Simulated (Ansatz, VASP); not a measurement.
**Two plane-wave programs on ZrNb2N4**

Contents of INCAR:

```
ALGO = Normal
EDIFF = 1E-6
EDIFFG = -0.08
ENCUT = 600
GGA = PE
IBRION = 2
ISIF = 3
ISMEAR = 0
LASPH = True
LCHARG = False
LREAL = False
LWAVE = False
NELM = 60
NSW = 36
PREC = Accurate
SIGMA = 0.15
```

Contents of KPOINTS:

```
k-points
0
Gamma
  4 4 3
```

Contents of POSCAR:

```
ZrNb2N4
1.0
    5.6045558700     -1.6057133200      0.0000000000
    5.6045558700      1.6057133200      0.0000000000
   -2.6914398700      0.0000000000      4.9156036400
Zr Nb N
1 2 4
Direct
    0.0000000000      0.0000000000      0.0000000000
    0.7404379800      0.7404379800      0.7230780100
    0.2595620200      0.2595620200      0.2769219900
    0.8796300300      0.8796300300      0.5486990200
    0.1203699700      0.1203699700      0.4513009800
    0.6313149900      0.6313149900      0.9705690100
    0.3686850100      0.3686850100      0.0294309900
```

Input for Ansatz:

```yaml
crystal:
  lattice:
    - [5.60455587, -1.60571332, 0.0]
    - [5.60455587, 1.60571332, 0.0]
    - [-2.69143987, 0.0, 4.91560364]
  atoms:
    - { symbol: Zr, position: [0.0, 0.0, 0.0] }
    - { symbol: Nb, position: [0.74043798, 0.74043798, 0.72307801] }
    - { symbol: Nb, position: [0.25956202, 0.25956202, 0.27692199] }
    - { symbol: "N", position: [0.87963003, 0.87963003, 0.54869902] }
    - { symbol: "N", position: [0.12036997, 0.12036997, 0.45130098] }
    - { symbol: "N", position: [0.63131499, 0.63131499, 0.97056901] }
    - { symbol: "N", position: [0.36868501, 0.36868501, 0.02943099] }
basis:
  ecutwfc: 420
kpoints:
  mp_grid: { grid: [4, 4, 3] }
hamiltonian:
  xc: pbe
scf:
  occupations: { method: gaussian, width: 0.15 }
  lower_state_search: "off"
output:
  forces: true
  stress: true
  eigenvalues: true
relax:
  adjacent_minimum: "off"
  f_tol: 0.08
  max_steps: 16
  cell: { stress_tol: 0.8 }
```

Change from the starting cell: species swapped into the VCr2Te4 type (C2/m, No. 12).

Alike in both runs: task relaxation of cell and atoms; functional PBE; k mesh 4 × 4 × 3; occupations gaussian, width 0.15 eV; no spin polarisation.

|  | VASP | Ansatz |
| --- | --- | --- |
| version | VASP 6.6.1 | Ansatz 0.2.0 |
| potentials or method | VASP PAW PBE potentials, release 64 (Zr_sv, Nb_sv, N), cutoff 600 eV | scalar-relativistic, plane waves, PAW |
| valence electrons in the cell | 58 | 58 |

Ansatz gave:

```
gap on the k mesh at the Fermi level, each at its own relaxed structure (eV) : none
relaxed volume (Å³/atom)                                                     : 12.42
relaxed cell length with the largest relative difference (Å)                 : 6.021
```

Problem. What did VASP give for the same quantities?

Solution. gap on the k mesh at the Fermi level, each at its own relaxed structure (eV): none; relaxed volume (Å³/atom): 12.44; relaxed cell length with the largest relative difference (Å): 6.057.

A gap of «none» marks a metal or a gap that the smearing closes.

The k mesh is coarse, so the values compare programs but aren't converged.
